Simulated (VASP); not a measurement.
Runs of VASP 6.6.1 on HfO2. The structure is that of space group Fm-3m (No. 225), or close to it. The cells are those of the table. 

```csv
task,spin,cell,cutoff (eV),gap on the mesh (eV),pressure (GPa)
single point,off,"a = 3.577 Å, angles 60.0°, 3 atoms",520,(b),(a)
relaxation of the atoms,off,"atoms relaxed from a = 3.647 Å, angles 60.0°, 3 atoms",520,4.14,-17.4
single point,off,"a = 3.529 Å, angles 60.0°, 3 atoms",520,4.44,7.6
relaxation of cell and atoms,off,"relaxed from a = 3.617 Å, angles 60.0°, 3 atoms",600,(c),0.0
single point,"non-collinear, zero start, SOC","a = 3.577 Å, angles 60.0°, 3 atoms",520,-,-3.9
single point,off,"a = 3.624 Å, angles 60.0°, 3 atoms",520,4.20,-13.4
relaxation of the atoms,off,"atoms relaxed from a = 3.529 Å, angles 60.0°, 3 atoms",520,4.44,7.6
single point,off,"a = 3.647 Å, angles 60.0°, 3 atoms",520,4.14,-17.4
single point,off,"a = 3.601 Å, angles 60.0°, 3 atoms",520,4.26,-9.0
single point,off,"a = 3.504 Å, angles 60.0°, 3 atoms",520,4.50,14.4
```

Alike in all rows: level r2SCAN; potentials or basis VASP PAW PBE potentials, release 64 (Hf_pv, O); k mesh 10 × 10 × 10; smearing fermi-dirac 0.02 eV.

Estimate the missing entries.

(a) -4.0; (b) 4.31; (c) 4.36.

Caveats: the PAW data sets were made with another functional, which shifts forces and pressure a little; spin-orbit coupling is left out, which moves the levels of the heavy elements (some runs); the relaxation stopped at its first step, so nothing moved (some runs).

A k mesh can miss the band edges, and rows without SOC leave out spin-orbit coupling on Hf.
